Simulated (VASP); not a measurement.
# GaN (P6_3mc) in VASP: vibrations by perturbation theory with PBE

Aim: the vibrations by perturbation theory of GaN with PBE.

Program: VASP 6.6.1. These are calculated values, not measurements. Logs are shortened: lines on timing, memory, paths and dates and some standing lists are left out, and cuts for length are marked.

### Step 1. The cell of the first run

Symmetry: P6_3mc, No. 186, hexagonal system. The conventional cell has a = 3.218 Å, b = 3.218 Å, c = 5.243 Å, α = 90.00°, β = 90.00°, γ = 120.00°. Within 2.6 Å of Ga (site symmetry 3m) lie 4 N at 1.97 to 1.98 Å. N (site symmetry 3m) has 4 Ga at 1.97 to 1.98 Å within 2.6 Å.

### Step 2. Vibrations by perturbation theory, PBE

INCAR reads:

```
SYSTEM = GaN
PREC = Accurate ; ENCUT = 520
EDIFF = 1E-8 ; ISMEAR = 0
SIGMA = 0.01 ; LREAL = .FALSE.
LASPH = .TRUE. ; NELM = 100
ALGO = Normal ; ISIF = 2
LWAVE = .FALSE. ; LCHARG = .TRUE.
GGA = PE ; IBRION = 8
NSW = 1 ; LEPSILON = .TRUE.
```

KPOINTS reads:

```
Automatic mesh
0
G
  6 6 4
  0 0 0
```

POSCAR reads:

```
GaN
1.0
    3.2183571298      0.0000000000      0.0000000000
   -1.6091785649      2.7871790328      0.0000000000
    0.0000000000      0.0000000000      5.2431089265
Ga N
2 2
Direct
    0.6666666667      0.3333333333      0.4991348436
    0.3333333333      0.6666666667      0.9991348436
    0.6666666667      0.3333333333      0.8758651564
    0.3333333333      0.6666666667      0.3758651564
```

Potentials or basis: VASP PAW PBE potentials, release 64 (Ga_d, N).

Command:

```bash
$ cat potpaw_PBE.64/Ga_d/POTCAR potpaw_PBE.64/N/POTCAR > POTCAR
$ mpirun -np 1 vasp_std > vasp.out
```

OUTCAR:

```text
SYSTEM = GaN
   PREC = Accurate
   ENCUT = 520
   EDIFF = 1E-8
   ISMEAR = 0
   LREAL = .FALSE.
   LASPH = .TRUE.
   NELM = 100
   ISIF = 2
   GGA = PE
   IBRION = 8
   NSW = 1
   LEPSILON = .TRUE.

 ion  position               nearest neighbor table
   1  0.667  0.333  0.499-   4 1.97   4 1.97   4 1.97   3 1.98
   2  0.333  0.667  0.999-   3 1.97   3 1.97   3 1.97   4 1.98
   3  0.667  0.333  0.876-   2 1.97   2 1.97   2 1.97   1 1.98
   4  0.333  0.667  0.376-   1 1.97   1 1.97   1 1.97   2 1.98

  LATTYP: Found a hexagonal cell.
 ALAT       =     3.2183571298
 C/A-ratio  =     1.6291258910

  Lattice vectors:

 A1 = (   3.2183571298,   0.0000000000,   0.0000000000)
 A2 = (  -1.6091785649,   2.7871790328,   0.0000000000)
 A3 = (   0.0000000000,   0.0000000000,   5.2431089265)

Analysis of symmetry for initial positions (statically):
=====================================================================
 Subroutine PRICEL returns:
 Original cell was already a primitive cell.

 Routine SETGRP: Setting up the symmetry group for a
 hexagonal supercell.

 Subroutine GETGRP returns: Found 12 space group operations
 (whereof  6 operations were pure point group operations)
 out of a pool of 24 trial point group operations.

The static configuration has the point symmetry C_3v.
 The point group associated with its full space group is C_6v.

Analysis of symmetry for dynamics (positions and initial velocities):
=====================================================================
 Subroutine PRICEL returns:
 Original cell was already a primitive cell.

 Routine SETGRP: Setting up the symmetry group for a
 hexagonal supercell.

 Subroutine GETGRP returns: Found 12 space group operations
[... 794 lines left out ...]
 ---------------------------------------------------------------------------------
 ion    1
    1     2.66093     0.00000    -0.00000
    2     0.00000     2.66093     0.00000
    3     0.00000     0.00000     2.78381
 ion    2
    1     2.66093     0.00000     0.00000
    2     0.00000     2.66093    -0.00000
    3     0.00000    -0.00000     2.78381
 ion    3
    1    -2.66093     0.00000     0.00000
    2     0.00000    -2.66093    -0.00000
    3     0.00000     0.00000    -2.78381
 ion    4
    1    -2.66093     0.00000     0.00000
    2     0.00000    -2.66093    -0.00000
    3    -0.00000     0.00000    -2.78381

 INTERNAL STRAIN TENSOR FOR ION    4 for displacements in x,y,z  (eV/Angst):
          X           Y           Z          XY          YZ          ZX
  --------------------------------------------------------------------------------
  x     0.00000     0.00000     0.00000    -8.19815     0.00000     4.36388
  y    -8.19815     8.19815     0.00000     0.00000     4.76117     0.00000
  z     4.44243     4.44243    -8.36164     0.00000    -0.00000     0.00000

 SECOND DERIVATIVES (NOT SYMMETRIZED)
 ------------------------------------
               1X          1Y          1Z          2X          2Y          2Z          3X          3Y          3Z          4X          4Y          4Z
  1X   -11.932390   -0.000000    0.000000    0.330949    0.000000    0.000000    1.036577   -0.000000   -0.000000   10.564864   -0.000000   -0.000000
  1Y     0.000000  -11.932390    0.000000    0.000000    0.330949    0.000000   -0.000000    1.036577    0.000000   -0.000000   10.564864    0.000000
  1Z     0.000000    0.000000  -18.513530    0.000000    0.000000    7.912139    0.000000    0.000000    6.033257    0.000000    0.000000    4.568134
  2X     0.330949    0.000000    0.000000  -11.932390   -0.000000   -0.000000   10.564864   -0.000000    0.000000    1.036577   -0.000000    0.000000
  2Y     0.000000    0.330949    0.000000    0.000000  -11.932390    0.000000    0.000000   10.564864   -0.000000    0.000000    1.036577   -0.000000
  2Z     0.000000    0.000000    7.912139   -0.000000    0.000000  -18.513530    0.000000   -0.000000    4.568134    0.000000    0.000000    6.033257
  3X     1.073423   -0.000000    0.000000   10.594631    0.000000    0.000000  -12.273313    0.000000    0.000000    0.605259    0.000000   -0.000000
  3Y     0.000000    1.073423    0.000000    0.000000   10.594631    0.000000   -0.000000  -12.273313    0.000000    0.000000    0.605259    0.000000
  3Z    -0.000000    0.000000    6.013544    0.000000   -0.000000    4.612991   -0.000000    0.000000  -16.342931    0.000000    0.000000    5.716396
  4X    10.594631    0.000000    0.000000    1.073423    0.000000    0.000000    0.605259   -0.000000    0.000000  -12.273313    0.000000    0.000000
  4Y    -0.000000   10.594631    0.000000    0.000000    1.073423   -0.000000    0.000000    0.605259    0.000000    0.000000  -12.273313    0.000000
  4Z    -0.000000    0.000000    4.612991    0.000000    0.000000    6.013544    0.000000   -0.000000    5.716396    0.000000    0.000000  -16.342931

 Eigenvectors and eigenvalues of the dynamical matrix
 ----------------------------------------------------

   1 f  =   19.634013 THz   123.364144 2PiTHz  654.920190 cm-1    81.199718 meV
             X         Y         Z           dx          dy          dz
      1.609179  0.929060  2.617018     0.000000    0.000000    0.027042
     -0.000000  1.858119  5.238573     0.000000    0.000000   -0.027042
      1.609179  0.929060  4.592256     0.000000    0.000000   -0.706590
     -0.000000  1.858119  1.970702    -0.000000   -0.000000    0.706590
[... 71 lines left out ...]
  12 f/i=    0.016667 THz     0.104723 2PiTHz    0.555960 cm-1     0.068930 meV
             X         Y         Z           dx          dy          dz
      1.609179  0.929060  2.617018     0.566517   -0.309583    0.000000
     -0.000000  1.858119  5.238573     0.566517   -0.309583    0.000000
      1.609179  0.929060  4.592256     0.253141   -0.138333    0.000000
     -0.000000  1.858119  1.970702     0.253141   -0.138333    0.000000

--------------------------------------------------------------------------------------------------------

 MACROSCOPIC STATIC DIELECTRIC TENSOR IONIC CONTRIBUTION
 ------------------------------------------------------
           4.682906    -0.000000     0.000000
          -0.000000     4.682906    -0.000000
           0.000000    -0.000000     5.618372
 ------------------------------------------------------

 ELASTIC MODULI CONTR FROM IONIC RELAXATION (kBar)
 Direction    XX          YY          ZZ          XY          YZ          ZX
 --------------------------------------------------------------------------------
 XX        -482.9640    230.5966    238.2495      0.0000      0.0000     -0.0000
 YY         230.5966   -482.9640    238.2495     -0.0000     -0.0000      0.0000
 ZZ         238.2495    238.2495   -449.8427      0.0000     -0.0000      0.0000
 XY           0.0000     -0.0000      0.0000   -356.7803      0.0000      0.0000
 YZ           0.0000      0.0000     -0.0000      0.0000   -110.7913      0.0000
 ZX          -0.0000      0.0000      0.0000      0.0000      0.0000   -116.9283
 --------------------------------------------------------------------------------

 PIEZOELECTRIC TENSOR IONIC CONTR  for field in x, y, z        (C/m^2)
          XX          YY          ZZ          XY          YZ          ZX
  --------------------------------------------------------------------------------
  x    -0.00000     0.00000     0.00000     0.00000     0.00000    -0.69629
  y     0.00000    -0.00000    -0.00000     0.00000    -0.67777     0.00000
  z    -0.79228    -0.79228     1.49592    -0.00000     0.00000    -0.00000
```

stdout:

```text
POSCAR found type information on POSCAR GaN
 POSCAR found :  2 types and       4 ions
 scaLAPACK will be used
 LDA part: xc-table for (Slater+PW92), standard interpolation
 POSCAR, INCAR and KPOINTS ok, starting setup
[... 103 lines left out ...]
 onal to |phi(0)> (-1.310002384988448E-004,1.554312234475219E-015)
 LRF_COMMUTATOR internal error: the vector H(1)-e(1) S(1) |phi(0)> is not orthog
 onal to |phi(0)> (1.307820830822176E-004,4.079202253759462E-015)
 LRF_COMMUTATOR internal error: the vector H(1)-e(1) S(1) |phi(0)> is not orthog
 onal to |phi(0)> (1.086442108664161E-004,-6.557254739192331E-016)
 LRF_COMMUTATOR internal error: the vector H(1)-e(1) S(1) |phi(0)> is not orthog
 onal to |phi(0)> (-1.156563339595879E-004,-4.891920202254596E-015)
 LRF_COMMUTATOR internal error: the vector H(1)-e(1) S(1) |phi(0)> is not orthog
 onal to |phi(0)> (1.581745574851766E-004,-5.356826093816380E-015)
 LRF_COMMUTATOR inter
```

Run time: 7.6 min. Hardware: 1 thread of Intel Xeon Platinum 8488C (Sapphire Rapids), shared host; peak memory 0.34 GiB.

Results:

- Electronic dielectric tensor (diagonal): 6.57
- Born charges (mean of the diagonal): Ga +2.70; N -2.70 e
- Highest phonon frequency at Γ, LO-TO splitting left out: 655 cm⁻¹

Phonon frequencies in cm⁻¹ (negative: imaginary):
| q point | frequencies |
| --- | --- |
| (0.000, 0.000, 0.000) | -1 -1 0 135 135 320 498 521 521 529 529 655 |

Electronic dielectric tensor:
```
6.57 0.00 0.00
0.00 6.57 0.00
0.00 0.00 6.57
```

Born effective charge tensors (e):
atom 1, Ga
```
2.66 0.00 0.00
0.00 2.66 0.00
0.00 0.00 2.78
```
atom 2, Ga
```
2.66 0.00 0.00
0.00 2.66 0.00
0.00 0.00 2.78
```
atom 3, N
```
-2.66  0.00  0.00
 0.00 -2.66  0.00
 0.00  0.00 -2.78
```
atom 4, N
```
-2.66  0.00  0.00
 0.00 -2.66  0.00
 0.00  0.00 -2.78
```

Caveat: the k points lie up to 0.38 Å⁻¹ apart.
